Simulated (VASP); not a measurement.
# Hf2SiOF2 (P-4m2) in VASP: a series of runs

Hf2SiOF2 is run at these levels: PBE; tasks: single point.

Everything below comes from runs of VASP 6.6.1. Logs are shortened: lines on timing, memory, paths and dates and some standing lists are left out, and cuts for length are marked.

## Step 1: The cell of the first run

Symmetry: P-4m2, No. 115, tetragonal system. Conventional cell: a = 3.191 Å, b = 3.191 Å, c = 7.849 Å, α = 90.00°, β = 90.00°, γ = 90.00°. Within 3.2 Å of Hf (site symmetry 2mm) lie 5 F at 2.28 to 2.92 Å and 2 Si at 3.08 Å and 2 O at 3.08 Å and 4 Hf at 3.19 Å. Within 3.2 Å of Si (site symmetry -4m2) lie 4 O at 2.26 Å and 4 F at 2.80 Å and 4 Hf at 3.08 Å and 4 Si at 3.19 Å. Within 3.2 Å of O (site symmetry -4m2) lie 4 Si at 2.26 Å and 4 F at 2.80 Å and 4 Hf at 3.08 Å and 4 O at 3.19 Å. F (site symmetry 2mm) has 5 Hf at 2.28 to 2.92 Å and 2 Si at 2.80 Å and 2 O at 2.80 Å within 3.0 Å.

The cell was generated, and may not be a known phase.

## Step 2: Single point, PBE

Input file INCAR:

```
SYSTEM = Hf2SiOF2
ALGO = Normal
EDIFF = 1E-6
ENCUT = 520
GGA = PE
ISIF = 2
ISMEAR = 0
LASPH = .True.
LCHARG = .False.
LREAL = .False.
LWAVE = .False.
NBANDS = 31
NELM = 80
PREC = Accurate
SIGMA = 0.1
```

Input file KPOINTS:

```
k-points
0
Gamma
  4 4 4
  0 0 0
```

Input file POSCAR:

```
Hf2SiOF2
1.0
    3.1912686921      0.0000000000      0.0000000000
    0.0000000000      3.1912686921      0.0000000000
    0.0000000000      0.0000000000      7.8489256740
Hf Si O F
2 1 1 2
Direct
    0.5000000000      0.0000000000      0.3350830064
    0.0000000000      0.5000000000      0.6649169936
    0.5000000000      0.5000000000      0.0000000000
    0.0000000000      0.0000000000      0.0000000000
    0.5000000000      0.0000000000      0.7071092511
    0.0000000000      0.5000000000      0.2928907489
```

Potentials or basis: VASP PAW PBE potentials, release 64 (Hf_pv, Si, O, F).

On the command line:

```console
$ cat potpaw_PBE.64/Hf_pv/POTCAR potpaw_PBE.64/Si/POTCAR potpaw_PBE.64/O/POTCAR potpaw_PBE.64/F/POTCAR > POTCAR
$ mpirun -np 1 vasp_std > vasp.out
```

OUTCAR:

```text
SYSTEM = Hf2SiOF2
   EDIFF = 1E-6
   ENCUT = 520
   GGA = PE
   ISIF = 2
   ISMEAR = 0
   LASPH = .True.
   LREAL = .False.
   NELM = 80
   PREC = Accurate

 ion  position               nearest neighbor table
   1  0.500  0.000  0.335-   6 2.28   6 2.28   6 2.28   6 2.28   3 3.08   3 3.08   2 3.43   2 3.43
                             2 3.43   2 3.43
   2  0.000  0.500  0.665-   5 2.28   5 2.28   5 2.28   5 2.28   3 3.08   3 3.08   1 3.43   1 3.43
                             1 3.43   1 3.43
   3  0.500  0.500  0.000-   4 2.26   4 2.26   4 2.26   4 2.26   2 3.08   2 3.08   1 3.08   1 3.08

   4  0.000  0.000  0.000-   3 2.26   3 2.26   3 2.26   3 2.26
   5  0.500  0.000  0.707-   2 2.28   2 2.28   2 2.28   2 2.28
   6  0.000  0.500  0.293-   1 2.28   1 2.28   1 2.28   1 2.28

  LATTYP: Found a simple tetragonal cell.
 ALAT       =     3.1912686921
 C/A-ratio  =     2.4595001021

  Lattice vectors:

 A1 = (   3.1912686921,   0.0000000000,   0.0000000000)
 A2 = (   0.0000000000,   3.1912686921,   0.0000000000)
 A3 = (   0.0000000000,   0.0000000000,   7.8489256740)

Analysis of symmetry for initial positions (statically):
=====================================================================
 Subroutine PRICEL returns:
 Original cell was already a primitive cell.

 Routine SETGRP: Setting up the symmetry group for a
 simple tetragonal supercell.

 Subroutine GETGRP returns: Found  8 space group operations
 (whereof  8 operations were pure point group operations)
 out of a pool of 16 trial point group operations.

The static configuration has the point symmetry D_2d.

Analysis of symmetry for dynamics (positions and initial velocities):
=====================================================================
 Subroutine PRICEL returns:
 Original cell was already a primitive cell.

 Routine SETGRP: Setting up the symmetry group for a
 simple tetragonal supercell.

 Subroutine GETGRP returns: Found  8 space group operations
 (whereof  8 operations were pure point group operations)
 out of a pool of 16 trial point group operations.

The dynamic configuration has the point symmetry D_2d.

 Subroutine INISYM returns: Found  8 space group operations
 (whereof  8 operations are pure point group operations),
 and found     1 'primitive' translations

----------------------------------------------------------------------------------------

                                     Primitive cell

  volume of cell :      79.9350

  direct lattice vectors                    reciprocal lattice vectors
     3.191268692  0.000000000  0.000000000     0.313355000  0.000000000  0.000000000
     0.000000000  3.191268692  0.000000000     0.000000000  0.313355000  0.000000000
     0.000000000  0.000000000  7.848925674     0.000000000  0.000000000  0.127405971

  length of vectors
     3.191268692  3.191268692  7.848925674     0.313355000  0.313355000  0.127405971

  position of ions in fractional coordinates (direct lattice)
     0.500000000  0.000000000  0.335083006
     0.000000000  0.500000000  0.664916994
     0.500000000  0.500000000  0.000000000
     0.000000000  0.000000000  0.000000000
     0.500000000  0.000000000  0.707109251
     0.000000000  0.500000000  0.292890749

  ion indices of the primitive-cell ions
   primitive index   ion index
                 1           1
                 2           2
                 3           3
                 4           4
                 5           5
                 6           6

----------------------------------------------------------------------------------------

 KPOINTS: k-points

Automatic generation of k-mesh.
 Grid dimensions read from file:
 generate k-points for:    4    4    4

 Generating k-lattice:

  Cartesian coordinates                     Fractional coordinates (reciprocal lattice)
     0.078338750  0.000000000  0.000000000     0.250000000  0.000000000  0.000000000
     0.000000000  0.078338750  0.000000000     0.000000000  0.250000000  0.000000000
     0.000000000  0.000000000  0.031851493     0.000000000  0.000000000  0.250000000

  Length of vectors
     0.078338750  0.078338750  0.031851493

  Shift w.r.t. Gamma in fractional coordinates (k-lattice)
     0.000000000  0.000000000  0.000000000

 Subroutine IBZKPT returns following result:
 ===========================================

 Found     18 irreducible k-points:

 Following reciprocal coordinates:
            Coordinates               Weight
  0.000000  0.000000  0.000000      1.000000
  0.250000  0.000000  0.000000      4.000000
  0.500000  0.000000  0.000000      2.000000
  0.250000  0.250000  0.000000      4.000000
  0.500000  0.250000  0.000000      4.000000
  0.500000  0.500000  0.000000      1.000000
[... 10 lines left out ...]
  0.500000  0.250000  0.500000      4.000000
  0.500000  0.500000  0.500000      1.000000
   k-points           NKPTS =     18   k-points in BZ     NKDIM =     18   number of bands    NBANDS=     31
   number of dos      NEDOS =    301   number of ions     NIONS =      6
   total plane-waves  NPLWV =  34560
   dimension x,y,z NGX =    24 NGY =   24 NGZ =   60
   dimension x,y,z NGXF=    48 NGYF=   48 NGZF=  120
   ions per type =               2   1   1   2
   NGX,Y,Z   is equivalent  to a cutoff of  12.50, 12.50, 12.71 a.u.
   NGXF,Y,Z  is equivalent  to a cutoff of  25.01, 25.01, 25.42 a.u.
 SYSTEM =  Hf2SiOF2
   PREC   = accura    normal or accurate (medium, high low for compatibility)
   ISTART =      0    job   : 0-new  1-cont  2-samecut
   ICHARG =      2    charge: 1-file 2-atom 10-const
   ISPIN  =      1    spin polarized calculation?
   LNONCOLLINEAR =      F non collinear calculations
   LSORBIT =      F    spin-orbit coupling
   LASPH  =      T    aspherical Exc in radial PAW
   ENCUT  =  520.0 eV  38.22 Ry    6.18 a.u.   5.93  5.93 14.59*2*pi/ulx,y,z
   NELM   =     80;   NELMIN=  2; NELMDL= -5     # of ELM steps
   EDIFF  = 0.1E-05   stopping-criterion for ELM
   LREAL  =      F    real-space projection
   EDIFFG = 0.1E-04   stopping-criterion for IOM
   NSW    =      0    number of steps for IOM
   IBRION =     -1    ionic relax: 0-MD 1-quasi-New 2-CG
   NFREE  =      0    steps in history (QN), initial steepest desc. (CG)
   ISIF   =      2    stress and relaxation
   ISYM   =      2    0-nonsym 1-usesym 2-fastsym
   POTIM  = 0.5000    time-step for ionic-motion
   TEBEG  =    0.0;   TEEND  =   0.0 temperature during run
   PSTRESS=    0.0 pullay stress
   NELECT =      44.0000    total number of electrons
   NUPDOWN=      -1.0000    fix difference up-down
   EMIN   =  10.00;   EMAX   =-10.00  energy-range for DOS
   EFERMI =   0.00;   METHOD = LEGACY
   ISMEAR =     0;   SIGMA  =   0.10  broadening in eV -4-tet -1-fermi 0-gaus
   EFERMI_NEDOS =   21; number of points for ismear=-14 and -15
   IALGO  =     38    algorithm
   IMIX   =      4    mixing-type and parameters
     AMIX     =   0.40;   BMIX     =  1.00
     AMIX_MAG =   1.60;   BMIX_MAG =  1.00
  volume/ion in A,a.u.               =      13.32        89.90
  Fermi-wavevector in a.u.,A,eV,Ry     =   1.341673  2.535395 24.491669  1.800087
  Thomas-Fermi vector in A             =   2.469888
   LORBIT       =      0    0 simple, 1 ext, 2 COOP (PROOUT), +10 PAW based schemes
   GGA     = PE    functional components
   LHFCALC =     F    Hartree Fock is set to
   AEXX    =    0.0000 exact exchange contribution
   IVDW    =     0    specifies the selected vdW correction
   LEPSILON=     F    determine dielectric tensor
   LRPA    =     F    only Hartree local field effects (RPA)
 non-spin polarized calculation
 Gauss-broadening in eV      SIGMA  =   0.10
  energy-cutoff  :      520.00
  volume of cell :       79.93
 maximum number of plane-waves:      2208
 NGX is ok and might be reduce to    24
   NGX = 11   NGY = 11   NGZ = 29

 number of electron      43.9999972 magnetization

 Free energy of the ion-electron system (eV)
  ---------------------------------------------------
  ext. energy  EPLUGINS =         0.00000000
  ---------------------------------------------------
  free energy    TOTEN  =       -40.84187791 eV

  energy without entropy =      -40.82585021  energy(sigma->0) =      -40.83386406

 E-fermi :   6.6361     XC(G=0): -11.4412

 val. band max:        6.5827677140   @ k =   0.5000   0.0000   0.0000
 cond. band min:       6.6491146137   @ k =   0.5000   0.0000   0.2500
 fundamental gap:      0.0663468996
 Fermi energy:         6.6360742262

 k-point     1 :       0.0000    0.0000    0.0000
  band No.  band energies     occupation
      1     -25.4140      2.00000
      2     -25.3309      2.00000
      3     -25.3309      2.00000
      4     -25.2437      2.00000
      5     -25.2333      2.00000
      6     -25.2333      2.00000
[... 23 lines left out ...]
     30       9.9220      0.00000
     31       9.9220      0.00000

 k-point     2 :       0.2500    0.0000    0.0000
  band No.  band energies     occupation
      1     -25.6977      2.00000
      2     -25.6064      2.00000
      3     -25.3580      2.00000
      4     -25.2979      2.00000
      5     -25.2178      2.00000
      6     -25.2064      2.00000
[... 23 lines left out ...]
     30      10.4391      0.00000
     31      10.8740      0.00000

 k-point     3 :       0.5000    0.0000    0.0000
  band No.  band energies     occupation
      1     -26.0075      2.00000
      2     -25.9289      2.00000
      3     -25.2642      2.00000
      4     -25.2609      2.00000
      5     -25.2608      2.00000
      6     -25.1794      2.00000
[... 23 lines left out ...]
     30      11.1723      0.00000
     31      11.7245      0.00000

 k-point     4 :       0.2500    0.2500    0.0000
  band No.  band energies     occupation
      1     -25.6405      2.00000
      2     -25.6324      2.00000
      3     -25.4900      2.00000
      4     -25.4275      2.00000
      5     -25.3147      2.00000
      6     -25.2104      2.00000
[... 23 lines left out ...]
     30      10.1517      0.00000
     31      11.2625      0.00000

 k-point     5 :       0.5000    0.2500    0.0000
  band No.  band energies     occupation
      1     -25.8607      2.00000
      2     -25.7790      2.00000
      3     -25.4818      2.00000
      4     -25.3967      2.00000
      5     -25.2432      2.00000
      6     -25.2424      2.00000
[... 23 lines left out ...]
     30      11.1558      0.00000
     31      11.3468      0.00000
[... 338 lines left out ...]
     30      11.6348      0.00000
     31      11.7831      0.00000

 k-point    16 :       0.2500    0.2500    0.5000
  band No.  band energies     occupation
      1     -25.6404      2.00000
      2     -25.6327      2.00000
      3     -25.4899      2.00000
      4     -25.4276      2.00000
      5     -25.3138      2.00000
      6     -25.2110      2.00000
[... 23 lines left out ...]
     30      10.6178      0.00000
     31      11.0777      0.00000

 k-point    17 :       0.5000    0.2500    0.5000
  band No.  band energies     occupation
      1     -25.8608      2.00000
      2     -25.7791      2.00000
      3     -25.4818      2.00000
      4     -25.3967      2.00000
      5     -25.2431      2.00000
      6     -25.2424      2.00000
[... 23 lines left out ...]
     30      10.8141      0.00000
     31      11.2617      0.00000

 k-point    18 :       0.5000    0.5000    0.5000
  band No.  band energies     occupation
      1     -25.7355      2.00000
      2     -25.6533      2.00000
      3     -25.6497      2.00000
      4     -25.5670      2.00000
      5     -25.2286      2.00000
      6     -25.2286      2.00000
[... 23 lines left out ...]
     30      11.7618      0.00000
     31      12.3685      0.00000

------------------------ aborting loop because EDIFF is reached ----------------------------------------

  FORCE on cell =-STRESS in cart. coord.  units (eV):
  Direction    XX          YY          ZZ          XY          YZ          ZX
  --------------------------------------------------------------------------------------
  -------------------------------------------------------------------------------------
  Total       -0.9069818     -0.9069818     -0.2935408      0.0000000      0.0000000      0.0000000
  in kB      -18.1790930    -18.1790930     -5.8835862      0.0000000      0.0000000      0.0000000
  external PRESSURE =     -14.0805907 kB  Pullay stress =       0.0000000 kB

 VOLUME and BASIS-vectors are now :
 -----------------------------------------------------------------------------
  energy-cutoff  :      520.00
  volume of cell :       79.93
      direct lattice vectors                 reciprocal lattice vectors
     3.191268692  0.000000000  0.000000000     0.313355000  0.000000000  0.000000000
     0.000000000  3.191268692  0.000000000     0.000000000  0.313355000  0.000000000
     0.000000000  0.000000000  7.848925674     0.000000000  0.000000000  0.127405971

 POSITION                                       TOTAL-FORCE (eV/Angst)
 -----------------------------------------------------------------------------------
      1.59563      0.00000      2.63004         0.000000      0.000000     -0.027984
      0.00000      1.59563      5.21888        -0.000000      0.000000      0.027984
      1.59563      1.59563      0.00000        -0.000000     -0.000000      0.000000
      0.00000      0.00000      0.00000         0.000000      0.000000      0.000000
      1.59563      0.00000      5.55005        -0.000000      0.000000     -0.061745
      0.00000      1.59563      2.29888        -0.000000      0.000000      0.061745
 -----------------------------------------------------------------------------------
    total drift:                                0.000000      0.000000     -0.000000

  FREE ENERGIE OF THE ION-ELECTRON SYSTEM (eV)
  ---------------------------------------------------
  free  energy   TOTEN  =       -40.8418779067 eV

  energy  without entropy=      -40.8258502113  energy(sigma->0) =      -40.83386406
```

It took 64 s on 1 thread of Intel Xeon 8259CL, shared host; peak memory 0.2 GiB.

Results:

- Free energy: -40.8419 eV
- Pressure: -1.4 GPa
- Largest force: 0.062 eV/Å
- Band gap on the k mesh: zero (bands 22 and 23 overlap by 0.73 eV)

Forces in eV/Å, atoms in the order of the input:
```
Hf   0.000  0.000 -0.028
Hf   0.000  0.000  0.028
Si   0.000  0.000  0.000
O    0.000  0.000  0.000
F    0.000  0.000 -0.062
F    0.000  0.000  0.062
```

Caveat: the k points lie up to 0.49 Å⁻¹ apart, too coarse for converged energies and pressures of a metal; spin-orbit coupling is left out, which moves the levels of the heavy elements.

[end of part 1 of 2]

The gap in the log of VASP goes by the Fermi energy; the results here count the filled bands.